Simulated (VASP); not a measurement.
A run of VASP 6.6.1:

Contents of INCAR:

```
SYSTEM = H9O4F
ALGO = Normal
EDIFF = 1E-6
ENCUT = 520
GGA = CA
GGA_COMPAT = .False.
ISIF = 2
ISMEAR = -1
LASPH = .True.
LCHARG = .True.
LELF = .True.
LREAL = .False.
LVHAR = .True.
LWAVE = .False.
NBANDS = 33
NELM = 120
PREC = Accurate
SIGMA = 0.05
```

The input KPOINTS:

```
k-points
0
Gamma
  1 1 1
  0 0 0
```

The input POSCAR:

```
H9O4F
1.0
    5.3601080000      0.0000000000      0.0000000000
    0.0000000000      5.3601080000      0.0000000000
    0.0000000000      0.0000000000      5.3601080000
O H F
4 9 1
Direct
    0.1016397431      0.1802015930      0.1507245750
    0.7839580844      0.3107959765      0.7781186498
    0.4873782394      0.6723371992      0.7137915878
    0.4445246253      0.8777248518      1.1226826027
   -0.0149996978      0.2149210426     -0.0048879612
    0.2850315703      0.0013619129      0.1514521722
    0.6960867206      0.2319542815      0.6472817339
    0.9570329553      0.3372506673      0.6673372999
    0.3573622024      0.5548209103      0.6146704507
    0.6211068881      0.5412950635      0.7641077381
    0.5786264008      0.9921628445      1.0885414995
    0.4537222011      0.7484550684      0.8842732273
    0.1401091172      0.3212248708      0.2762257775
    0.1910036141      0.3906637702      0.5541119694
```

Potentials or basis: VASP PAW LDA potentials, release 64 (O, H, F).

Launch:

```sh
$ cat potpaw_LDA.64/O/POTCAR potpaw_LDA.64/H/POTCAR potpaw_LDA.64/F/POTCAR > POTCAR
$ mpirun -np 1 vasp_gam > vasp.out
```

Hardware: 1 thread of Intel(R) Xeon(R) 6975P-C (Granite Rapids), with other jobs on the host.

Problem. Estimate the wall time of this run.

Solution. It took 4.8 s on 1 thread of Intel(R) Xeon(R) 6975P-C (Granite Rapids), with other jobs on the host, peak memory 0.18 GiB. Counts: scf iterations 16, k points 1.
